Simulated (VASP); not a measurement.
Te2Pb3Se: relaxation of shape and atoms at fixed volume with PBE

Crystal: Te2Pb3Se.

```
Te Pb Se
1.0
     4.37167    0.00000    0.00000
    -2.18583    3.78597    0.00000
     0.00000    0.00000   10.69795
Te Pb Se
2 3 1
Direct
  0.33333 0.66667 0.67377
  0.66667 0.33333 0.32623
  0.66667 0.33333 0.84796
  0.00000 0.00000 0.50000
  0.33333 0.66667 0.15204
  0.00000 0.00000 0.00000
```

```yaml
Program: VASP 6.6.1
Task: relaxation of shape and atoms at fixed volume
Functional: PBE
Potentials_or_basis: VASP PAW PBE potentials, release 64 (Te, Pb_d, Se)
Cutoff: 600 eV
k_mesh: 6 × 6 × 4
Occupations: gaussian, width 0.02 eV
Spin: no spin polarisation
Dipole_correction: no
Further_INCAR_settings: ALGO = Normal; EDIFF = 1e-06; IBRION = 2; EDIFFG = -0.01; NSW = 50; ISIF = 4
```

The energy gained by relaxing is 0.0 meV/atom and the ionic steps are 2. The pressure after relaxing is 7.0 GPa. The largest force after relaxing is 0.007 eV/Å and the band gap on the k mesh is 0.36 eV (least direct gap 0.38 eV).

Forces in eV/Å, atoms in the order of the input:
```
Te   0.000  0.000  0.004
Te   0.000  0.000 -0.004
Pb   0.000  0.000  0.007
Pb   0.000  0.000  0.000
Pb   0.000  0.000 -0.007
Se   0.000  0.000  0.000
```

Final structure:
```
Te Pb Se
1.0
     4.37188    0.00000    0.00000
    -2.18594    3.78616    0.00000
     0.00000    0.00000   10.69691
Te Pb Se
2 3 1
Direct
  0.33333 0.66667 0.67378
  0.66667 0.33333 0.32622
  0.66667 0.33333 0.84801
  0.00000 0.00000 0.50000
  0.33333 0.66667 0.15199
  0.00000 0.00000 0.00000
```

Levels at points of the mesh, in eV from the valence-band top:
```tsv
k point	band 26	band 27	band 28	band 29	band 30	band 31	band 32	band 33	band 34	band 35
(0.00, 0.00, 0.00)	-1.48	-1.29	-1.29	-0.63	-0.57	1.25	1.47	1.72	1.72	1.83
(0.50, 0.00, 0.00)	-2.87	-2.34	-2.00	-1.61	-1.58	1.97	2.02	2.32	2.57	2.98
(0.00, 0.00, 0.50)	-1.49	-1.25	-1.19	-1.19	0.00	0.42	1.13	1.13	2.89	3.04
(0.50, 0.00, 0.50)	-2.92	-2.86	-1.39	-1.34	-0.02	0.36	1.15	1.16	3.39	3.66
```

Wall time 2.8 min on 1 thread of AMD EPYC 9R45 96-Core Processor (Zen 5), on a shared host, peak memory 0.43 GiB.

Caveat: spin-orbit coupling is left out, which moves the levels of the heavy elements. A k mesh can miss the band edges.
